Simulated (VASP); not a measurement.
Here is a VASP 6.6.1 calculation.

The input INCAR:

```
PREC = Accurate ; ENCUT = 520
EDIFF = 1E-7 ; ISMEAR = 0
SIGMA = 0.05 ; LREAL = F
LASPH = T ; NELM = 100
ALGO = Normal ; ISIF = 2
LWAVE = F ; LCHARG = T
GGA = PE ; LELF = T
LVHAR = T ; NBANDS = 26
```

File KPOINTS:

```
regular mesh
0
Gamma
  8 6 4
```

Contents of POSCAR:

```
AlN
1.0
   -3.3134793387      0.0000000000      0.0000000000
    0.0000000000      0.0000000000     -4.1875902400
    0.0000000000     -5.7391145645      0.0000000000
Al N
4 4
Direct
    0.5222123009      0.2269417053      0.1666666667
   -0.0222123009      0.2269417053      0.6666666667
    0.0222123009      0.7269417053      0.3333333333
    0.4777876991      0.7269417053      0.8333333333
    0.5214016404      0.7944169533      0.1666666667
   -0.0214016404      0.7944169533      0.6666666667
    0.0214016404      0.2944169533      0.3333333333
    0.4785983596      0.2944169533      0.8333333333
```

Potentials or basis: VASP PAW PBE potentials, release 64 (Al, N).

Launch:

```sh
$ cat potpaw_PBE.64/Al/POTCAR potpaw_PBE.64/N/POTCAR > POTCAR
$ mpirun -np 1 vasp_std > vasp.out
```

(1) What does it give for the band gap on the k mesh?

(2) Estimate the pressure.

## Answers

(1) 3.57 eV.

(2) 7.2 GPa.

Caveat: the cell differs from its parent crystal (atoms displaced along a vibrational mode); the cell stands under pressure; forces of over 1 eV/Å act on the atoms, so gaps and moduli don't describe the material at rest.
